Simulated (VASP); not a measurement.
# In (P6/mmm) in VASP: notebook, part 2 of 2

VASP 6.6.1. The steps go on from the part before.

### 3 Relaxation of cell and atoms, PBE, target pressure 66 GPa, at which the enthalpy is minimised

This run uses another cell than the first one: it holds 3 atoms, not 1.

File INCAR:

```
ALGO = Normal ; EDIFF = 1E-7
EDIFFG = -0.005 ; ENCUT = 600
GGA = PE ; IBRION = 2
ISIF = 3 ; ISMEAR = -1
LASPH = T ; LCHARG = F
LREAL = F ; LWAVE = F
NELM = 80 ; NSW = 60
PREC = Accurate ; PSTRESS = 660.0
SIGMA = 0.05
```

File KPOINTS:

```
k-points
0
Gamma
  8 8 11
```

File POSCAR:

```
In
1.0
    4.5326456202      0.0000000000      0.0000000000
   -2.2663228101      3.9253862535      0.0000000000
    0.0000000000      0.0000000000      2.8102402846
In
3
Direct
    0.0000000000      0.0000000000      0.0000000000
    0.3333333333      0.6666666667      0.5000000000
    0.6666666667      0.3333333333      0.5000000000
```

Potentials or basis: VASP PAW PBE potentials, release 64 (In_d).

Started as:

```bash
$ cat potpaw_PBE.64/In_d/POTCAR > POTCAR
$ mpirun -np 1 vasp_std > vasp.out
```

OUTCAR:

```text
EDIFF = 1E-7
   EDIFFG = -0.005
   ENCUT = 600
   GGA = PE
   IBRION = 2
   ISIF = 3
   ISMEAR = -1
   LASPH = T
   LREAL = F
   NELM = 80
   NSW = 60
   PREC = Accurate
   PSTRESS = 660.0

 ion  position               nearest neighbor table
   1  0.000  0.000  0.000-   2 2.97   3 2.97   2 2.97   3 2.97   3 2.97   3 2.97   2 2.97   2 2.97
                             3 2.97   3 2.97   2 2.97   2 2.97
   2  0.333  0.667  0.500-   3 2.62   3 2.62   3 2.62   1 2.97   1 2.97   1 2.97   1 2.97   1 2.97
                             1 2.97   3 3.84   3 3.84   3 3.84   3 3.84   3 3.84   3 3.84
   3  0.667  0.333  0.500-   2 2.62   2 2.62   2 2.62   1 2.97   1 2.97   1 2.97   1 2.97   1 2.97
                             1 2.97   2 3.84   2 3.84   2 3.84   2 3.84   2 3.84   2 3.84

  LATTYP: Found a hexagonal cell.
 ALAT       =     4.5326456202
 C/A-ratio  =     0.6200000000

  Lattice vectors:

 A1 = (   4.5326456202,   0.0000000000,   0.0000000000)
 A2 = (  -2.2663228101,   3.9253862535,   0.0000000000)
 A3 = (   0.0000000000,   0.0000000000,   2.8102402846)

Analysis of symmetry for initial positions (statically):
=====================================================================
 Subroutine PRICEL returns:
 Original cell was already a primitive cell.

 Routine SETGRP: Setting up the symmetry group for a
 hexagonal supercell.

 Subroutine GETGRP returns: Found 24 space group operations
 (whereof 24 operations were pure point group operations)
 out of a pool of 24 trial point group operations.

The static configuration has the point symmetry D_6h.

Analysis of symmetry for dynamics (positions and initial velocities):
=====================================================================
 Subroutine PRICEL returns:
 Original cell was already a primitive cell.

 Routine SETGRP: Setting up the symmetry group for a
 hexagonal supercell.

 Subroutine GETGRP returns: Found 24 space group operations
[... 134 lines left out ...]
   LEPSILON=     F    determine dielectric tensor
   LRPA    =     F    only Hartree local field effects (RPA)
 conjugate gradient relaxation of ions
 non-spin polarized calculation
  energy-cutoff  :      600.00
  volume of cell :       50.00
 maximum number of plane-waves:      1682
   NGX = 19   NGY = 19   NGZ = 11

--------------------------------------- Ionic step        1  -------------------------------------------

 number of electron      38.9999989 magnetization

 Free energy of the ion-electron system (eV)
  ---------------------------------------------------
  ext. energy  EPLUGINS =         0.00000000
  ---------------------------------------------------
  free energy    TOTEN  =        -3.38796812 eV

  energy without entropy =       -3.37751142  energy(sigma->0) =       -3.38273977

------------------------ aborting loop because EDIFF is reached ----------------------------------------

  FORCE on cell =-STRESS in cart. coord.  units (eV):
  Direction    XX          YY          ZZ          XY          YZ          ZX
  --------------------------------------------------------------------------------------
  -------------------------------------------------------------------------------------
  Total       21.4834927     21.4834927     20.0280438      0.0000000     -0.0000000      0.0000000
  in kB      688.3952317    688.3952317    641.7583033      0.0000000     -0.0000000      0.0000000
  external PRESSURE =      12.8495889 kB  Pullay stress =     660.0000000 kB
[... 100 lines left out ...]
  energy  without entropy=       -3.5877746831  energy(sigma->0) =       -3.59350173

  enthalpy is  TOTEN    =        17.2013662054 eV   P V=       20.8005949752

[... ionic steps 4 to 22 ...]

--------------------------------------- Ionic step       23  -------------------------------------------

 number of electron      38.9999994 magnetization

------------------------ aborting loop because EDIFF is reached ----------------------------------------
[... 73 lines left out ...]
--------------------------------------- Ionic step       25  -------------------------------------------

 number of electron      38.9999994 magnetization

 Free energy of the ion-electron system (eV)
  ---------------------------------------------------
  ext. energy  EPLUGINS =         0.00000000
  ---------------------------------------------------
  free energy    TOTEN  =        -3.48624552 eV

  energy without entropy =       -3.47294191  energy(sigma->0) =       -3.47959372

 E-fermi :  14.1355     XC(G=0): -12.5656

 val. band max:       14.1329211756   @ k =   0.2500   0.1250   0.4545
 cond. band min:      14.1366377649   @ k =   0.2500  -0.0000   0.4545
 fundamental gap:      0.0037165893
 Fermi energy:        14.1355276038

 k-point     1 :       0.0000    0.0000    0.0000
  band No.  band energies     occupation
      1      -2.4975      2.00000
      2      -1.8580      2.00000
      3      -1.7962      2.00000
      4      -1.6870      2.00000
      5      -1.6870      2.00000
      6      -1.4292      2.00000
[... 613 lines left out ...]
     22      18.2926      0.00000
     23      19.8915      0.00000

 [... further k-points ...]
[... 5 lines left out ...]
  --------------------------------------------------------------------------------------
  -------------------------------------------------------------------------------------
  Total       20.6759613     20.6759613     20.6732821      0.0000000     -0.0000000     -0.0000000
  in kB      659.7605009    659.7605011    659.6750076      0.0000000     -0.0000000     -0.0000000
  external PRESSURE =      -0.2679968 kB  Pullay stress =     660.0000000 kB
[... 22 lines left out ...]
  energy  without entropy=       -3.4729419144  energy(sigma->0) =       -3.47959372

  enthalpy is  TOTEN    =        17.1972213426 eV   P V=       20.6834668634

 reached required accuracy - stopping structural energy minimisation
```

OSZICAR:

```text
N       E                     dE             d eps       ncg     rms          rms(c)
DAV:   1     0.359102389479E+03    0.35910E+03   -0.21094E+04  2816   0.296E+03
DAV:   2     0.246032129984E+02   -0.33450E+03   -0.33222E+03  2788   0.522E+02
DAV:   3    -0.298079839263E+01   -0.27584E+02   -0.27369E+02  3278   0.186E+02
[... 211 lines left out ...]
DAV:   2    -0.348624688501E+01    0.53969E-05   -0.12429E-05  3377   0.705E-02    0.774E-03
DAV:   3    -0.348624509111E+01    0.17939E-05   -0.41801E-06  3804   0.351E-02    0.249E-03
DAV:   4    -0.348624541562E+01   -0.32450E-06   -0.74008E-07  2759   0.113E-02    0.112E-03
DAV:   5    -0.348624552680E+01   -0.11118E-06   -0.45542E-08  1471   0.289E-03    0.379E-04
DAV:   6    -0.348624552077E+01    0.60227E-08   -0.17155E-08  1380   0.225E-03
  25 F= 0.17197221E+02 E0= 0.17203873E+02  d E =-.773015E-05
```

CONTCAR:

```text
In
   1.00000000000000
     4.5870540027517572    0.0000000000000000   -0.0000000000000000
    -2.2935270013758786    3.9725052956659086   -0.0000000000000001
    -0.0000000000000000   -0.0000000000000001    2.7554443473312595
  In
     3
Direct
     0.0000000000000000    1.0000000000000000    0.0000000000000000
     0.3333333332999970    0.6666666667000030    0.5000000000000000
     0.6666666667000030    0.3333333332999970    0.5000000000000000

  0.00000000E+00  0.00000000E+00  0.00000000E+00
  0.00000000E+00  0.00000000E+00  0.00000000E+00
  0.00000000E+00  0.00000000E+00  0.00000000E+00
```

It took 5.8 min on 1 thread of Intel Xeon 6975P-C (Granite Rapids), shared host; peak memory 0.22 GiB.

Results:

```
Free energy                                            : -3.4862 eV
Relaxed volume                                         : 16.74 Å³/atom
Relaxed cell                                           : a = 4.587 Å, b = 4.587 Å, c = 2.755 Å, α = 90.00°, β = 90.00°, γ = 120.00°
Space group after relaxing (to 0.05 Å)                 : P6/mmm (No. 191)
Energy change on relaxing (the enthalpy is what falls) : -32.8 meV/atom
Ionic steps                                            : 25
Pressure after relaxing                                : 66.0 GPa
```

The path:
```
step  energy change (eV)  largest force (eV/Å)  pressure (GPa)  volume (Å³)
   1              0.0000                0.0000           67.28        50.00
   2             -0.3984                0.0000           61.60        50.97
   3             -0.2113                0.0000           64.25        50.49
   4              0.0310                0.0000           67.85        49.90
   5             -0.0788                0.0000           66.21        50.16
   6             -0.0816                0.0000           66.18        50.17
   7             -0.0843                0.0000           66.14        50.18
   8             -0.1056                0.0000           65.84        50.23
   9             -0.1026                0.0000           65.88        50.22
  10             -0.1040                0.0000           65.87        50.22
  11             -0.1082                0.0000           65.81        50.23
  12             -0.1160                0.0000           65.72        50.25
  13             -0.1111                0.0000           65.79        50.24
  14             -0.1144                0.0000           65.76        50.25
  15             -0.1127                0.0000           65.75        50.25
  16             -0.0988                0.0000           65.97        50.21
  17             -0.1019                0.0000           65.92        50.22
  18             -0.1022                0.0000           65.94        50.22
  19             -0.1075                0.0000           65.84        50.23
  20             -0.1036                0.0000           65.90        50.22
  21             -0.1030                0.0000           65.91        50.22
  22             -0.1026                0.0000           65.92        50.22
  23             -0.1004                0.0000           65.95        50.22
  24             -0.0997                0.0000           65.96        50.21
  25             -0.0983                0.0000           65.97        50.21
```

Final structure:
```
In
1.0
     4.58705    0.00000    0.00000
    -2.29353    3.97251    0.00000
     0.00000    0.00000    2.75544
In
3
Cartesian
  -2.2935 3.9725 0.0000
  0.0000 2.6483 1.3777
  2.2935 1.3242 1.3777
```

Caveat: the cell is relaxed towards a set pressure, so the enthalpy falls and the energy may rise; the bands computed are all filled at some k points, so no gap is given; spin-orbit coupling is left out, which moves the levels of the heavy elements.

### 4 Relaxation of cell and atoms, PBE, target pressure 66 GPa, at which the enthalpy is minimised

This run uses another cell than the first one: it holds 3 atoms, not 1.

File INCAR:

```
PREC = Accurate ; ENCUT = 600
EDIFF = 1E-7 ; ISMEAR = -1
SIGMA = 0.05 ; LREAL = F
LASPH = T ; NELM = 100
ALGO = Normal ; ISIF = 3
LWAVE = F ; LCHARG = F
GGA = PE ; IBRION = 2
NSW = 32 ; EDIFFG = -0.005
PSTRESS = 660.0
```

File KPOINTS:

```
Automatic mesh
0
Gamma
  8 8 11
```

File POSCAR:

```
In
1.0
    4.5861704618      0.0000000000      0.0000000000
   -2.2930852309      3.9717401260      0.0000000000
    0.0000000000      0.0000000000      2.7545394986
In
3
Direct
    0.0000000000      0.0000000000      0.0000000000
    0.3333333333      0.6666666667      0.5000000000
    0.6666666667      0.3333333333      0.5000000000
```

Started as:

```bash
$ cat potpaw_PBE.64/In_d/POTCAR > POTCAR
$ mpirun -np 1 vasp_std > vasp.out
```

Wall time 3.1 min (1 thread of Intel Xeon Platinum 8259CL at 2.50GHz (Skylake/Cascade Lake), shared host); peak memory 0.23 GiB.

The run converged. Its results:

* Free energy: -3.4838 eV
* Relaxed volume: 16.73 Å³/atom
* Relaxed cell: a = 4.587 Å, b = 4.587 Å, c = 2.755 Å, α = 90.00°, β = 90.00°, γ = 120.00°
* Space group after relaxing (to 0.05 Å): P6/mmm (No. 191)
* Energy change on relaxing (the enthalpy is what falls): -4.1 meV/atom
* Ionic steps: 3
* Pressure after relaxing: 66.0 GPa

The path:
| step | energy change (eV) | largest force (eV/Å) | pressure (GPa) | volume (Å³) |
| --- | --- | --- | --- | --- |
| 1 | 0.0000 | 0.0000 | 66.19 | 50.17 |
| 2 | -0.0586 | 0.0000 | 65.34 | 50.32 |
| 3 | -0.0123 | 0.0000 | 66.01 | 50.20 |

Final structure:
```
In
1.0
     4.58707    0.00000    0.00000
    -2.29354    3.97252    0.00000
     0.00000    0.00000    2.75509
In
3
Direct
  0.00000 0.00000 0.00000
  0.33333 0.66667 0.50000
  0.66667 0.33333 0.50000
```

Levels at points of the mesh, in eV from the Fermi level:
| k point | band 17 | band 18 | band 19 | band 20 | band 21 | band 22 |
| --- | --- | --- | --- | --- | --- | --- |
| (0.00, 0.00, 0.00) | -2.28 | -2.16 | -2.16 | -2.15 | -2.15 | -2.05 |
| (0.50, 0.00, 0.00) | -10.64 | -5.72 | -4.08 | 5.38 | 5.39 | 5.79 |

Caveat: the cell is relaxed towards a set pressure, so the enthalpy falls and the energy may rise; the bands computed are all filled at some k points, so no gap is given; spin-orbit coupling is left out, which moves the levels of the heavy elements.

### 5 Summary

```csv
cell,k mesh,pressure (GPa)
"relaxed to 66 GPa from a = 2.736, b = 2.736, c = 2.618 Å, angles 90.0, 90.0, 120.0°, 1 atom",16 × 16 × 15,66.0
"relaxed to 66 GPa from a = 4.533, b = 4.533, c = 2.810 Å, angles 90.0, 90.0, 120.0°, 3 atoms",8 × 8 × 11,66.0
"relaxed to 66 GPa from a = 4.586, b = 4.586, c = 2.755 Å, angles 90.0, 90.0, 120.0°, 3 atoms",8 × 8 × 11,66.0
```

Alike in all rows: task relaxation of cell and atoms; level PBE; potentials or basis VASP PAW PBE potentials, release 64 (In_d); no spin polarisation; cutoff (eV) 600; smearing fermi-dirac 0.05 eV.

Caveats: the cell is relaxed towards a set pressure, so the enthalpy falls and the energy may rise; spin-orbit coupling is left out, which moves the levels of the heavy elements; the bands computed are all filled at some k points, so no gap is given (some runs); the relaxation stopped at its first step, so nothing moved (some runs).

Total energies depend on the potentials used, so only differences within one code and one set of settings carry meaning.
